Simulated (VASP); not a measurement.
The system is InAs.

```
CELL_PARAMETERS angstrom
0.00000 3.01800 3.01800
3.01800 0.00000 3.01800
3.01800 3.01800 0.00000
ATOMIC_POSITIONS crystal
In 0.00000 0.00000 0.00000
As 0.75000 0.75000 0.75000
```

```yaml
Program: VASP 6.6.1
Task: relaxation of cell and atoms
Functional: revPBE
Potentials_or_basis: VASP PAW PBE potentials, release 64 (In_d, As)
Cutoff: 600 eV
k_mesh: 8 × 8 × 8
Occupations: fermi-dirac, width 0.05 eV
Spin: no spin polarisation
```

At the start: pressure 5.6 GPa; volume 27.49 Å³/atom.

Question: How do energy, volume and symmetry change on relaxing?

Answer: Over 3 steps the energy falls by 45.7 meV/atom and the volume is 30.33 Å³/atom (+10.3 %); space group F-43m (No. 216, to 0.05 Å).

The path:
| step | energy change (eV) | largest force (eV/Å) | pressure (GPa) | volume (Å³) |
| --- | --- | --- | --- | --- |
| 1 | 0.0000 | 0.0000 | 5.65 | 54.98 |
| 2 | -0.0794 | 0.0000 | -1.57 | 63.05 |
| 3 | -0.0914 | 0.0000 | 0.02 | 60.66 |

Final structure:
```
In As
1.0
     0.00000    3.11861    3.11861
     3.11861    0.00000    3.11861
     3.11861    3.11861    0.00000
In As
1 1
Cartesian
  0.0000 0.0000 0.0000
  4.6779 4.6779 4.6779
```

Caveat: the PAW data sets were made with another functional, which shifts forces and pressure a little; the volume moved by +10 % from the deposited cell, more than functionals usually miss.
